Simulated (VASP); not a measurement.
# CdTe (F-43m) in VASP: single point with PBE

Aim: the single point of CdTe with PBE.

Program: VASP 6.6.1. These are calculated values, not measurements. Logs are shortened: lines on timing, memory, paths and dates and some standing lists are left out, and cuts for length are marked.

### Step 1. The cell of the first run

Symmetry: F-43m, No. 216, cubic system. The conventional cell has a = 6.410 Å, b = 6.410 Å, c = 6.410 Å, α = 90.00°, β = 90.00°, γ = 90.00°. Cd (site symmetry -43m) has 4 Te at 2.78 Å within 3.7 Å. Te (site symmetry -43m) has 4 Cd at 2.78 Å within 3.7 Å.

### Step 2. Single point, PBE

INCAR

```
PREC = Accurate ; ENCUT = 500
EDIFF = 1E-6 ; ISMEAR = 0
SIGMA = 0.01 ; LREAL = F
LASPH = T ; NELM = 120
ALGO = Normal ; ISIF = 2
LWAVE = F ; LCHARG = F
GGA = PE ; NBANDS = 16
GGA_COMPAT = F
```

KPOINTS

```
regular mesh
0
Gamma
  3 3 3
```

POSCAR

```
CdTe
1.0
    0.0000000000      3.2050000000      3.2050000000
    3.2050000000      0.0000000000      3.2050000000
    3.2050000000      3.2050000000      0.0000000000
Cd Te
1 1
Direct
    0.0000000000      0.0000000000      0.0000000000
    0.2500000000      0.2500000000      0.2500000000
```

Potentials or basis: VASP PAW PBE potentials, release 64 (Cd, Te).

Started as:

```bash
$ cat potpaw_PBE.64/Cd/POTCAR potpaw_PBE.64/Te/POTCAR > POTCAR
$ mpirun -np 1 vasp_std > vasp.out
```

OUTCAR:

```text
PREC = Accurate
   ENCUT = 500
   EDIFF = 1E-6
   ISMEAR = 0
   LREAL = F
   LASPH = T
   NELM = 120
   ISIF = 2
   GGA = PE

 ion  position               nearest neighbor table
   1  0.000  0.000  0.000-   2 2.78   2 2.78   2 2.78   2 2.78
   2  0.250  0.250  0.250-   1 2.78   1 2.78   1 2.78   1 2.78

  LATTYP: Found a face centered cubic cell.
 ALAT       =     6.4100000000

  Lattice vectors:

 A1 = (   0.0000000000,   3.2050000000,   3.2050000000)
 A2 = (   3.2050000000,   0.0000000000,   3.2050000000)
 A3 = (   3.2050000000,   3.2050000000,   0.0000000000)

Analysis of symmetry for initial positions (statically):
[... 5 lines left out ...]
 face centered cubic supercell.

 Subroutine GETGRP returns: Found 24 space group operations
 (whereof 24 operations were pure point group operations)
 out of a pool of 48 trial point group operations.

The static configuration has the point symmetry T_d .

Analysis of symmetry for dynamics (positions and initial velocities):
[... 5 lines left out ...]
 face centered cubic supercell.

 Subroutine GETGRP returns: Found 24 space group operations
 (whereof 24 operations were pure point group operations)
 out of a pool of 48 trial point group operations.

The dynamic configuration has the point symmetry T_d .

 Subroutine INISYM returns: Found 24 space group operations
 (whereof 24 operations are pure point group operations),
 and found     1 'primitive' translations

----------------------------------------------------------------------------------------

                                     Primitive cell

  volume of cell :      65.8437

  direct lattice vectors                    reciprocal lattice vectors
     0.000000000  3.205000000  3.205000000    -0.156006240  0.156006240  0.156006240
     3.205000000  0.000000000  3.205000000     0.156006240 -0.156006240  0.156006240
     3.205000000  3.205000000  0.000000000     0.156006240  0.156006240 -0.156006240

  length of vectors
     4.532554467  4.532554467  4.532554467     0.270210734  0.270210734  0.270210734

  position of ions in fractional coordinates (direct lattice)
     0.000000000  0.000000000  0.000000000
     0.250000000  0.250000000  0.250000000

  ion indices of the primitive-cell ions
   primitive index   ion index
                 1           1
                 2           2

----------------------------------------------------------------------------------------

 KPOINTS: regular mesh

Automatic generation of k-mesh.
 Grid dimensions read from file:
 generate k-points for:    3    3    3

 Generating k-lattice:

  Cartesian coordinates                     Fractional coordinates (reciprocal lattice)
    -0.052002080  0.052002080  0.052002080     0.333333333  0.000000000  0.000000000
     0.052002080 -0.052002080  0.052002080     0.000000000  0.333333333  0.000000000
     0.052002080  0.052002080 -0.052002080     0.000000000  0.000000000  0.333333333

  Length of vectors
     0.090070245  0.090070245  0.090070245

  Shift w.r.t. Gamma in fractional coordinates (k-lattice)
     0.000000000  0.000000000  0.000000000

 Subroutine IBZKPT returns following result:
 ===========================================

 Found      4 irreducible k-points:

 Following reciprocal coordinates:
            Coordinates               Weight
  0.000000  0.000000  0.000000      1.000000
  0.333333  0.000000  0.000000      8.000000
  0.333333  0.333333  0.000000      6.000000
 -0.333333  0.333333  0.000000     12.000000
   k-points           NKPTS =      4   k-points in BZ     NKDIM =      4   number of bands    NBANDS=     16
   number of dos      NEDOS =    301   number of ions     NIONS =      2
   total plane-waves  NPLWV =  46656
   dimension x,y,z NGX =    36 NGY =   36 NGZ =   36
   dimension x,y,z NGXF=    72 NGYF=   72 NGZF=   72
   ions per type =               1   1
   NGX,Y,Z   is equivalent  to a cutoff of  13.20, 13.20, 13.20 a.u.
   NGXF,Y,Z  is equivalent  to a cutoff of  26.41, 26.41, 26.41 a.u.
 SYSTEM =  unknown system
   PREC   = accura    normal or accurate (medium, high low for compatibility)
   ISTART =      0    job   : 0-new  1-cont  2-samecut
   ICHARG =      2    charge: 1-file 2-atom 10-const
   ISPIN  =      1    spin polarized calculation?
   LNONCOLLINEAR =      F non collinear calculations
   LSORBIT =      F    spin-orbit coupling
   LASPH  =      T    aspherical Exc in radial PAW
   ENCUT  =  500.0 eV  36.75 Ry    6.06 a.u.   8.26  8.26  8.26*2*pi/ulx,y,z
   NELM   =    120;   NELMIN=  2; NELMDL= -5     # of ELM steps
   EDIFF  = 0.1E-05   stopping-criterion for ELM
   LREAL  =      F    real-space projection
   EDIFFG = 0.1E-04   stopping-criterion for IOM
   NSW    =      0    number of steps for IOM
   IBRION =     -1    ionic relax: 0-MD 1-quasi-New 2-CG
   NFREE  =      0    steps in history (QN), initial steepest desc. (CG)
   ISIF   =      2    stress and relaxation
   ISYM   =      2    0-nonsym 1-usesym 2-fastsym
   POTIM  = 0.5000    time-step for ionic-motion
   TEBEG  =    0.0;   TEEND  =   0.0 temperature during run
   PSTRESS=    0.0 pullay stress
   NELECT =      18.0000    total number of electrons
   NUPDOWN=      -1.0000    fix difference up-down
   EMIN   =  10.00;   EMAX   =-10.00  energy-range for DOS
   EFERMI =   0.00;   METHOD = LEGACY
   ISMEAR =     0;   SIGMA  =   0.01  broadening in eV -4-tet -1-fermi 0-gaus
   EFERMI_NEDOS =   21; number of points for ismear=-14 and -15
   IALGO  =     38    algorithm
   IMIX   =      4    mixing-type and parameters
     AMIX     =   0.40;   BMIX     =  1.00
     AMIX_MAG =   1.60;   BMIX_MAG =  1.00
  volume/ion in A,a.u.               =      32.92       222.17
  Fermi-wavevector in a.u.,A,eV,Ry     =   1.062497  2.007828 15.359610  1.128899
  Thomas-Fermi vector in A             =   2.197950
   LORBIT       =      0    0 simple, 1 ext, 2 COOP (PROOUT), +10 PAW based schemes
   GGA     = PE    functional components
   LHFCALC =     F    Hartree Fock is set to
   AEXX    =    0.0000 exact exchange contribution
   IVDW    =     0    specifies the selected vdW correction
   LEPSILON=     F    determine dielectric tensor
   LRPA    =     F    only Hartree local field effects (RPA)
 non-spin polarized calculation
 Gauss-broadening in eV      SIGMA  =   0.01
  energy-cutoff  :      500.00
  volume of cell :       65.84
 maximum number of plane-waves:      1687
 NGX is ok and might be reduce to    36
   NGX = 17   NGY = 17   NGZ = 17

 number of electron      17.9999995 magnetization

 Free energy of the ion-electron system (eV)
  ---------------------------------------------------
  ext. energy  EPLUGINS =         0.00000000
  ---------------------------------------------------
  free energy    TOTEN  =        -4.46392172 eV

  energy without entropy =       -4.46392172  energy(sigma->0) =       -4.46392172

 E-fermi :   2.7960     XC(G=0):  -8.6873

 val. band max:        2.7362564174   @ k =   0.0000   0.0000   0.0000
 cond. band min:       3.5759498464   @ k =   0.0000   0.0000   0.0000
 fundamental gap:      0.8396934289
 Fermi energy:         2.7960379838

 k-point     1 :       0.0000    0.0000    0.0000
  band No.  band energies     occupation
      1      -8.6179      2.00000
      2      -5.7604      2.00000
      3      -5.7604      2.00000
      4      -5.7604      2.00000
      5      -5.4822      2.00000
      6      -5.4822      2.00000
      7       2.7363      2.00000
      8       2.7363      2.00000
      9       2.7363      2.00000
     10       3.5759      0.00000
     11       7.2553      0.00000
     12       7.2553      0.00000
     13       7.2553      0.00000
     14      10.2261      0.00000
     15      12.1076      0.00000
     16      12.1076      0.00000

 k-point     2 :       0.3333    0.0000    0.0000
  band No.  band energies     occupation
      1      -8.2957      2.00000
      2      -5.7056      2.00000
      3      -5.7056      2.00000
      4      -5.4790      2.00000
      5      -5.4790      2.00000
      6      -5.3688      2.00000
      7      -1.0110      2.00000
      8       2.0793      2.00000
      9       2.0793      2.00000
     10       4.6655      0.00000
     11       7.8990      0.00000
     12       7.8990      0.00000
     13       9.0874      0.00000
     14      10.7974      0.00000
     15      11.6186      0.00000
     16      11.6186      0.00000

 k-point     3 :       0.3333    0.3333    0.0000
  band No.  band energies     occupation
      1      -8.1946      2.00000
      2      -5.6308      2.00000
      3      -5.6308      2.00000
      4      -5.5840      2.00000
      5      -5.4573      2.00000
      6      -5.2684      2.00000
      7      -0.8774      2.00000
      8       1.1279      2.00000
      9       1.1279      2.00000
     10       5.3802      0.00000
     11       5.8647      0.00000
     12      10.1945      0.00000
     13      10.3016      0.00000
     14      10.3016      0.00000
     15      13.0118      0.00000
     16      14.8824      0.00000

 k-point     4 :      -0.3333    0.3333    0.0000
  band No.  band energies     occupation
      1      -8.0968      2.00000
      2      -5.6524      2.00000
      3      -5.6287      2.00000
      4      -5.5120      2.00000
      5      -5.4773      2.00000
      6      -4.9148      2.00000
      7      -1.5998      2.00000
      8      -0.0512      2.00000
      9       1.3164      2.00000
     10       5.7399      0.00000
     11       7.9079      0.00000
     12       9.5819      0.00000
     13       9.8312      0.00000
     14      10.2494      0.00000
     15      11.7494      0.00000
     16      15.0338      0.00000

------------------------ aborting loop because EDIFF is reached ----------------------------------------

  FORCE on cell =-STRESS in cart. coord.  units (eV):
  Direction    XX          YY          ZZ          XY          YZ          ZX
  --------------------------------------------------------------------------------------
  -------------------------------------------------------------------------------------
  Total        2.1927331      2.1927331      2.1927331     -0.0000000     -0.0000000      0.0000000
  in kB       53.3558763     53.3558763     53.3558763     -0.0000000     -0.0000000      0.0000000
  external PRESSURE =      53.3558763 kB  Pullay stress =       0.0000000 kB

 VOLUME and BASIS-vectors are now :
 -----------------------------------------------------------------------------
  energy-cutoff  :      500.00
  volume of cell :       65.84
      direct lattice vectors                 reciprocal lattice vectors
     0.000000000  3.205000000  3.205000000    -0.156006240  0.156006240  0.156006240
     3.205000000  0.000000000  3.205000000     0.156006240 -0.156006240  0.156006240
     3.205000000  3.205000000  0.000000000     0.156006240  0.156006240 -0.156006240

 POSITION                                       TOTAL-FORCE (eV/Angst)
 -----------------------------------------------------------------------------------
      0.00000      0.00000      0.00000        -0.000000     -0.000000     -0.000000
      1.60250      1.60250      1.60250         0.000000      0.000000      0.000000
 -----------------------------------------------------------------------------------
    total drift:                                0.000000      0.000000      0.000000

  FREE ENERGIE OF THE ION-ELECTRON SYSTEM (eV)
  ---------------------------------------------------
  free  energy   TOTEN  =        -4.4639217229 eV

  energy  without entropy=       -4.4639217229  energy(sigma->0) =       -4.46392172
```

It took 10 s on 1 thread of Intel Xeon Platinum 8259CL at 2.50GHz (Skylake/Cascade Lake), shared host; peak memory 0.2 GiB.

Results:

```yaml
Free_energy: -4.4639 eV
Pressure: 5.3 GPa
Band_gap_on_the_k_mesh: 0.84 eV, direct
```

Levels at points of the mesh, in eV from the valence-band top:
```
           k point  band 7  band 8  band 9  band 10  band 11  band 12
(0.00, 0.00, 0.00)    0.00    0.00    0.00     0.84     4.52     4.52
```

Caveat: the k points lie up to 0.57 Å⁻¹ apart; spin-orbit coupling is left out, which moves the levels of the heavy elements. PBE gaps usually lie below the measured ones, often by a third to a half.
